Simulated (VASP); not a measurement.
# CaO (I4mm) in VASP: a series of runs

The runs below take CaO through single point, with LDA.

Program: VASP 6.6.1. These are calculated values, not measurements. Logs are shortened: lines on timing, memory, paths and dates and some standing lists are left out, and cuts for length are marked.

### 1 The cell of the first run

The structure is tetragonal, space group I4mm (No. 107). Conventional cell: a = 3.463 Å, b = 3.463 Å, c = 4.898 Å, α = 90.00°, β = 90.00°, γ = 90.00°. Ca (site symmetry 4mm) has 6 O at 2.14 to 2.76 Å within 2.8 Å. Within 2.8 Å of O (site symmetry 4mm) lie 6 Ca at 2.14 to 2.76 Å.

### 2 Single point, LDA (all Ca atoms moved +0.312 Å, as atom 1 along Cartesian [1 0 0])

INCAR reads:

```
PREC = Accurate ; ENCUT = 520
EDIFF = 1E-6 ; ISMEAR = 0
SIGMA = 0.05 ; LREAL = False
LASPH = True ; NELM = 60
ALGO = Normal ; ISIF = 2
LWAVE = False ; LCHARG = False
GGA = CA ; NBANDS = 15
```

KPOINTS reads:

```
regular mesh
0
Gamma
  8 8 8
```

POSCAR reads:

```
CaO
1.0
    0.0000000000      2.4490000000      2.4490000000
    2.4490000000      0.0000000000      2.4490000000
    2.4490000000      2.4490000000      0.0000000000
Ca O
1 1
Direct
   -0.0638015517      0.0638015517      0.0638015517
    0.5000000000      0.5000000000      0.5000000000
```

Potentials or basis: VASP PAW LDA potentials, release 64 (Ca_sv, O).

Run with:

```sh
> cat potpaw_LDA.64/Ca_sv/POTCAR potpaw_LDA.64/O/POTCAR > POTCAR
> mpirun -np 1 vasp_std > vasp.out
```

OUTCAR:

```text
PREC = Accurate
   ENCUT = 520
   EDIFF = 1E-6
   ISMEAR = 0
   LREAL = False
   LASPH = True
   NELM = 60
   ISIF = 2
   GGA = CA

 ion  position               nearest neighbor table
   1  0.936  0.064  0.064-   2 2.14   2 2.47   2 2.47   2 2.47   2 2.47
   2  0.500  0.500  0.500-   1 2.14   1 2.47   1 2.47   1 2.47   1 2.47

  LATTYP: Found a face centered cubic cell.
 ALAT       =     4.8980000000

  Lattice vectors:

 A1 = (   0.0000000000,   2.4490000000,   2.4490000000)
 A2 = (   2.4490000000,   0.0000000000,   2.4490000000)
 A3 = (   2.4490000000,   2.4490000000,   0.0000000000)

Analysis of symmetry for initial positions (statically):
=====================================================================
 Subroutine PRICEL returns:
 Original cell was already a primitive cell.

 Routine SETGRP: Setting up the symmetry group for a
 face centered cubic supercell.

 Subroutine GETGRP returns: Found  8 space group operations
 (whereof  8 operations were pure point group operations)
 out of a pool of 48 trial point group operations.

The static configuration has the point symmetry C_4v.

Analysis of symmetry for dynamics (positions and initial velocities):
=====================================================================
 Subroutine PRICEL returns:
 Original cell was already a primitive cell.

 Routine SETGRP: Setting up the symmetry group for a
 face centered cubic supercell.

 Subroutine GETGRP returns: Found  8 space group operations
 (whereof  8 operations were pure point group operations)
 out of a pool of 48 trial point group operations.

The dynamic configuration has the point symmetry C_4v.

 Subroutine INISYM returns: Found  8 space group operations
 (whereof  8 operations are pure point group operations),
 and found     1 'primitive' translations

----------------------------------------------------------------------------------------

                                     Primitive cell

  volume of cell :      29.3762

  direct lattice vectors                    reciprocal lattice vectors
     0.000000000  2.449000000  2.449000000    -0.204164965  0.204164965  0.204164965
     2.449000000  0.000000000  2.449000000     0.204164965 -0.204164965  0.204164965
     2.449000000  2.449000000  0.000000000     0.204164965  0.204164965 -0.204164965

  length of vectors
     3.463409014  3.463409014  3.463409014     0.353624093  0.353624093  0.353624093

  position of ions in fractional coordinates (direct lattice)
     0.936198448  0.063801552  0.063801552
     0.500000000  0.500000000  0.500000000

  ion indices of the primitive-cell ions
   primitive index   ion index
                 1           1
                 2           2

----------------------------------------------------------------------------------------

 KPOINTS: regular mesh

Automatic generation of k-mesh.
 Grid dimensions read from file:
 generate k-points for:    8    8    8

 Generating k-lattice:

  Cartesian coordinates                     Fractional coordinates (reciprocal lattice)
    -0.025520621  0.025520621  0.025520621     0.125000000  0.000000000  0.000000000
     0.025520621 -0.025520621  0.025520621     0.000000000  0.125000000  0.000000000
     0.025520621  0.025520621 -0.025520621     0.000000000  0.000000000  0.125000000

  Length of vectors
     0.044203012  0.044203012  0.044203012

  Shift w.r.t. Gamma in fractional coordinates (k-lattice)
     0.000000000  0.000000000  0.000000000

 Subroutine IBZKPT returns following result:
 ===========================================

 Found     59 irreducible k-points:

 Following reciprocal coordinates:
            Coordinates               Weight
  0.000000  0.000000  0.000000      1.000000
  0.125000  0.000000  0.000000      8.000000
  0.250000  0.000000  0.000000      8.000000
  0.375000  0.000000  0.000000      8.000000
  0.500000  0.000000  0.000000      4.000000
  0.125000  0.125000  0.000000      4.000000
[... 16 lines left out ...]
  0.000000  0.375000  0.250000      8.000000
  0.500000  0.250000  0.000000     16.000000
 [... further k-points ...]
   k-points           NKPTS =     59   k-points in BZ     NKDIM =     59   number of bands    NBANDS=     15
   number of dos      NEDOS =    301   number of ions     NIONS =      2
   total plane-waves  NPLWV =  21952
   dimension x,y,z NGX =    28 NGY =   28 NGZ =   28
   dimension x,y,z NGXF=    56 NGYF=   56 NGZF=   56
   ions per type =               1   1
   NGX,Y,Z   is equivalent  to a cutoff of  13.44, 13.44, 13.44 a.u.
   NGXF,Y,Z  is equivalent  to a cutoff of  26.88, 26.88, 26.88 a.u.
 SYSTEM =  unknown system
   PREC   = accura    normal or accurate (medium, high low for compatibility)
   ISTART =      0    job   : 0-new  1-cont  2-samecut
   ICHARG =      2    charge: 1-file 2-atom 10-const
   ISPIN  =      1    spin polarized calculation?
   LNONCOLLINEAR =      F non collinear calculations
   LSORBIT =      F    spin-orbit coupling
   LASPH  =      T    aspherical Exc in radial PAW
   ENCUT  =  520.0 eV  38.22 Ry    6.18 a.u.   6.44  6.44  6.44*2*pi/ulx,y,z
   NELM   =     60;   NELMIN=  2; NELMDL= -5     # of ELM steps
   EDIFF  = 0.1E-05   stopping-criterion for ELM
   LREAL  =      F    real-space projection
   EDIFFG = 0.1E-04   stopping-criterion for IOM
   NSW    =      0    number of steps for IOM
   IBRION =     -1    ionic relax: 0-MD 1-quasi-New 2-CG
   NFREE  =      0    steps in history (QN), initial steepest desc. (CG)
   ISIF   =      2    stress and relaxation
   ISYM   =      2    0-nonsym 1-usesym 2-fastsym
   POTIM  = 0.5000    time-step for ionic-motion
   TEBEG  =    0.0;   TEEND  =   0.0 temperature during run
   PSTRESS=    0.0 pullay stress
   NELECT =      16.0000    total number of electrons
   NUPDOWN=      -1.0000    fix difference up-down
   EMIN   =  10.00;   EMAX   =-10.00  energy-range for DOS
   EFERMI =   0.00;   METHOD = LEGACY
   ISMEAR =     0;   SIGMA  =   0.05  broadening in eV -4-tet -1-fermi 0-gaus
   EFERMI_NEDOS =   21; number of points for ismear=-14 and -15
   IALGO  =     38    algorithm
   IMIX   =      4    mixing-type and parameters
     AMIX     =   0.40;   BMIX     =  1.00
     AMIX_MAG =   1.60;   BMIX_MAG =  1.00
  volume/ion in A,a.u.               =      14.69        99.12
  Fermi-wavevector in a.u.,A,eV,Ry     =   1.336953  2.526474 24.319632  1.787443
  Thomas-Fermi vector in A             =   2.465539
   LORBIT       =      0    0 simple, 1 ext, 2 COOP (PROOUT), +10 PAW based schemes
   GGA     = CA    functional components
   LHFCALC =     F    Hartree Fock is set to
   AEXX    =    0.0000 exact exchange contribution
   IVDW    =     0    specifies the selected vdW correction
   LEPSILON=     F    determine dielectric tensor
   LRPA    =     F    only Hartree local field effects (RPA)
 non-spin polarized calculation
 Gauss-broadening in eV      SIGMA  =   0.05
  energy-cutoff  :      520.00
  volume of cell :       29.38
 maximum number of plane-waves:       817
 NGX is ok and might be reduce to    28
   NGX = 13   NGY = 13   NGZ = 13

 number of electron      16.0000004 magnetization

 Free energy of the ion-electron system (eV)
  ---------------------------------------------------
  ext. energy  EPLUGINS =         0.00000000
  ---------------------------------------------------
  free energy    TOTEN  =       -13.97321875 eV

  energy without entropy =      -13.97321875  energy(sigma->0) =      -13.97321875

 E-fermi :   1.7307     XC(G=0): -10.7240

 val. band max:        1.4669723982   @ k =   0.1250   0.1250   0.0000
 cond. band min:       5.2041102991   @ k =   0.0000   0.5000   0.5000
 fundamental gap:      3.7371379009
 Fermi energy:         1.7307005554

 k-point     1 :       0.0000    0.0000    0.0000
  band No.  band energies     occupation
      1     -35.4867      2.00000
      2     -16.6914      2.00000
      3     -16.5767      2.00000
      4     -16.5767      2.00000
      5     -13.3556      2.00000
      6       1.4227      2.00000
      7       1.4227      2.00000
      8       1.4286      2.00000
      9       5.7262      0.00000
     10       7.7459      0.00000
     11       8.1057      0.00000
     12       8.1057      0.00000
     13       9.2059      0.00000
     14       9.8213      0.00000
     15      16.0308      0.00000

 k-point     2 :       0.1250    0.0000    0.0000
  band No.  band energies     occupation
      1     -35.4737      2.00000
      2     -16.8360      2.00000
      3     -16.6114      2.00000
      4     -16.5852      2.00000
      5     -13.1763      2.00000
      6       0.8698      2.00000
      7       1.2835      2.00000
      8       1.3932      2.00000
      9       6.3556      0.00000
     10       7.6976      0.00000
     11       8.1903      0.00000
     12       8.2020      0.00000
     13       9.6216      0.00000
     14      10.1931      0.00000
     15      16.6139      0.00000

 k-point     3 :       0.2500    0.0000    0.0000
  band No.  band energies     occupation
      1     -35.4421      2.00000
      2     -17.1872      2.00000
      3     -16.6363      2.00000
      4     -16.6054      2.00000
      5     -12.7982      2.00000
      6       0.0279      2.00000
      7       0.9656      2.00000
      8       1.0682      2.00000
      9       7.3851      0.00000
     10       8.0163      0.00000
     11       8.6749      0.00000
     12       8.6848      0.00000
     13      10.4416      0.00000
     14      10.9510      0.00000
     15      16.9299      0.00000

 k-point     4 :       0.3750    0.0000    0.0000
  band No.  band energies     occupation
      1     -35.4103      2.00000
      2     -17.4934      2.00000
      3     -16.6540      2.00000
      4     -16.6254      2.00000
      5     -12.4714      2.00000
      6      -0.6323      2.00000
      7       0.6710      2.00000
      8       0.7434      2.00000
      9       7.8778      0.00000
     10       8.9767      0.00000
     11       9.4241      0.00000
     12       9.4509      0.00000
     13      11.1100      0.00000
     14      11.7493      0.00000
     15      15.6079      0.00000
[... 307 lines left out ...]
 k-point    22 :       0.3750    0.2500    0.0000
  band No.  band energies     occupation
      1     -35.4036      2.00000
      2     -17.2001      2.00000
      3     -16.7949      2.00000
      4     -16.7123      2.00000
      5     -12.8118      2.00000
      6      -0.0781      2.00000
      7       0.7868      2.00000
      8       1.2113      2.00000
      9       6.5189      0.00000
     10       8.5047      0.00000
     11       9.6552      0.00000
     12      10.0751      0.00000
     13      10.7276      0.00000
     14      11.6303      0.00000
     15      16.7355      0.00000

 k-point    23 :       0.0000    0.3750    0.2500
  band No.  band energies     occupation
      1     -35.4015      2.00000
      2     -17.3161      2.00000
      3     -16.7352      2.00000
      4     -16.7124      2.00000
      5     -12.7447      2.00000
      6      -0.0257      2.00000
      7       1.0112      2.00000
      8       1.1296      2.00000
      9       6.1681      0.00000
     10       8.3012      0.00000
     11      10.0599      0.00000
     12      10.0614      0.00000
     13      10.3398      0.00000
     14      12.0032      0.00000
     15      17.0901      0.00000

 k-point    24 :       0.5000    0.2500    0.0000
  band No.  band energies     occupation
      1     -35.3841      2.00000
      2     -17.3278      2.00000
      3     -16.8463      2.00000
      4     -16.7274      2.00000
      5     -12.6749      2.00000
      6      -0.1472      2.00000
      7       0.4888      2.00000
      8       0.9683      2.00000
      9       6.9514      0.00000
     10       9.1779      0.00000
     11       9.8689      0.00000
     12      10.3109      0.00000
     13      11.2748      0.00000
     14      12.6055      0.00000
     15      14.9208      0.00000

 [... further k-points ...]
[... 5 lines left out ...]
  --------------------------------------------------------------------------------------
  -------------------------------------------------------------------------------------
  Total        0.1180008     -2.0687939     -2.0687939      0.0000000      0.0000000     -0.0000000
  in kB        6.4357528   -112.8317855   -112.8317855      0.0000000      0.0000000     -0.0000000
  external PRESSURE =     -73.0759394 kB  Pullay stress =       0.0000000 kB

 VOLUME and BASIS-vectors are now :
 -----------------------------------------------------------------------------
  energy-cutoff  :      520.00
  volume of cell :       29.38
      direct lattice vectors                 reciprocal lattice vectors
     0.000000000  2.449000000  2.449000000    -0.204164965  0.204164965  0.204164965
     2.449000000  0.000000000  2.449000000     0.204164965 -0.204164965  0.204164965
     2.449000000  2.449000000  0.000000000     0.204164965  0.204164965 -0.204164965

 POSITION                                       TOTAL-FORCE (eV/Angst)
 -----------------------------------------------------------------------------------
      0.31250      2.44900      2.44900        -1.115618      0.000000      0.000000
      2.44900      2.44900      2.44900         1.115618      0.000000      0.000000
 -----------------------------------------------------------------------------------
    total drift:                                0.000270      0.000000      0.000000

  FREE ENERGIE OF THE ION-ELECTRON SYSTEM (eV)
  ---------------------------------------------------
  free  energy   TOTEN  =       -13.9732187463 eV

  energy  without entropy=      -13.9732187463  energy(sigma->0) =      -13.97321875
```

Run time: 14 s. Hardware: 1 thread of AMD EPYC 9R45 (Zen 5), shared host; peak memory 0.13 GiB.

Results:

```yaml
Free_energy: -13.9732 eV
Pressure: -7.3 GPa
Largest_force: 1.116 eV/Å
Band_gap_on_the_k_mesh: 3.74 eV, indirect (least direct gap 3.95 eV)
```

Forces in eV/Å, atoms in the order of the input:
```
Ca  -1.116  0.000  0.000
O    1.116  0.000  0.000
```

Levels at points of the mesh, in eV from the valence-band top:
```csv
k point,band 4,band 5,band 6,band 7,band 8,band 9,band 10,band 11,band 12,band 13
"(0.00, 0.00, 0.00)",-18.04,-14.82,-0.04,-0.04,-0.04,4.26,6.28,6.64,6.64,7.74
"(0.50, 0.00, 0.00)",-18.10,-13.81,-2.34,-0.91,-0.85,6.79,7.58,8.38,8.59,9.86
"(0.50, 0.50, 0.00)",-18.24,-14.51,-1.15,-0.64,-0.20,4.40,7.62,9.06,9.46,9.46
"(0.00, 0.50, 0.50)",-18.25,-14.44,-0.94,-0.21,-0.21,3.74,7.36,8.89,9.45,9.45
```

Caveat: the cell differs from its parent crystal (all Ca atoms moved +0.312 Å, as atom 1 along Cartesian [1 0 0]); forces of over 1 eV/Å act on the atoms, so gaps and moduli don't describe the material at rest. A k mesh can miss the band edges.

### 3 Single point, LDA (all Ca atoms moved +0.188 Å, as atom 1 along Cartesian [1 0 0])

INCAR reads:

```
ALGO = Normal ; EDIFF = 1E-7
ENCUT = 520 ; GGA = CA
ISIF = 2 ; ISMEAR = 0
LASPH = T ; LCHARG = F
LREAL = F ; LWAVE = F
NBANDS = 15 ; NELM = 100
PREC = Accurate ; SIGMA = 0.05
```

KPOINTS reads:

```
k-points
0
Gamma
  8 8 8
```

POSCAR, as its differences from that of step 2:

```diff
@@ -8,3 +8,3 @@
 Direct
-   -0.0638015517      0.0638015517      0.0638015517
+   -0.0382809310      0.0382809310      0.0382809310
     0.5000000000      0.5000000000      0.5000000000
```

Potentials or basis: VASP PAW LDA potentials, release 64 (Ca_sv, O).

Run with:

```sh
> cat potpaw_LDA.64/Ca_sv/POTCAR potpaw_LDA.64/O/POTCAR > POTCAR
> mpirun -np 1 vasp_std > vasp.out
```

Wall time 14 s (1 thread of AMD EPYC 9R45 (Zen 5), shared host); peak memory 0.13 GiB.

The run converged. Its results:

| Quantity | Value |
| --- | --- |
| Free energy | -14.0671 eV |
| Pressure | -9.9 GPa |
| Largest force | 0.459 eV/Å |
| Band gap on the k mesh | 3.59 eV, indirect (least direct gap 3.89 eV) |

Forces in eV/Å, atoms in the order of the input:
```
Ca  -0.459  0.000  0.000
O    0.459  0.000  0.000
```

Stress tensor (GPa, compression positive):
```
 -7.20   0.00   0.00
  0.00 -11.29   0.00
  0.00   0.00 -11.29
```

Levels at points of the mesh, in eV from the valence-band top:
| k point | band 5 | band 6 | band 7 | band 8 | band 9 | band 10 | band 11 | band 12 |
| --- | --- | --- | --- | --- | --- | --- | --- | --- |
| (0.00, 0.00, 0.00) | -14.99 | 0.00 | 0.00 | 0.00 | 4.19 | 6.10 | 6.23 | 6.23 |
| (0.50, 0.00, 0.00) | -13.96 | -2.47 | -1.03 | -1.01 | 6.76 | 7.65 | 8.16 | 8.34 |
| (0.50, 0.50, 0.00) | -14.72 | -1.25 | -0.47 | -0.30 | 3.84 | 7.63 | 8.75 | 9.28 |
| (0.00, 0.50, 0.50) | -14.69 | -1.18 | -0.30 | -0.30 | 3.59 | 7.55 | 8.69 | 9.28 |

Caveat: the cell differs from its parent crystal (all Ca atoms moved +0.188 Å, as atom 1 along Cartesian [1 0 0]).
